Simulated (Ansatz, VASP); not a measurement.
## One calculation of PbSe, two programs

```
Pb Se
1.0
     0.00000    3.06215    3.06215
     3.06215    0.00000    3.06215
     3.06215    3.06215    0.00000
Pb Se
1 1
Direct
  0.00000 0.00000 0.00000
  0.54899 0.45101 0.45101
```

Change from the starting cell: all Se atoms moved -0.300 Å, as atom 2 along Cartesian [1 0 0].

Alike in both runs: task single point; functional PBE; k mesh 10 × 10 × 10; occupations gaussian, width 0.03 eV; no spin polarisation.

|  | VASP | Ansatz |
| --- | --- | --- |
| version | VASP 6.6.1 | Ansatz 0.2.0 |
| potentials or method | VASP PAW PBE potentials, release 64 (Pb_d, Se), cutoff 520 eV | scalar-relativistic, plane waves, PAW |
| valence electrons in the cell | 20 | 30 |

Ansatz gave:

| Quantity | Value |
| --- | --- |
| gap on the k mesh at the Fermi level (eV) | 0.95 |
| least direct gap on the mesh (eV) | 0.95 |
| pressure (GPa) | 3.7 |
| traceless stress, the component that is largest in VASP (GPa) | 2.67 |
| rms of the force components (eV/Å) | 0.316 |

Problem. Which values does VASP return?

Solution. gap on the k mesh at the Fermi level (eV): 0.96; least direct gap on the mesh (eV): 0.96; pressure (GPa): 3.7; traceless stress, the component that is largest in VASP (GPa): 2.70; rms of the force components (eV/Å): 0.320.

Atom by atom the forces differ by 0.004 eV/Å (rms over components). VASP's potentials hold 20 valence electrons a cell and Ansatz's 30, so a difference there can come from the potentials and not from the codes.

Neither program's run includes spin-orbit coupling.
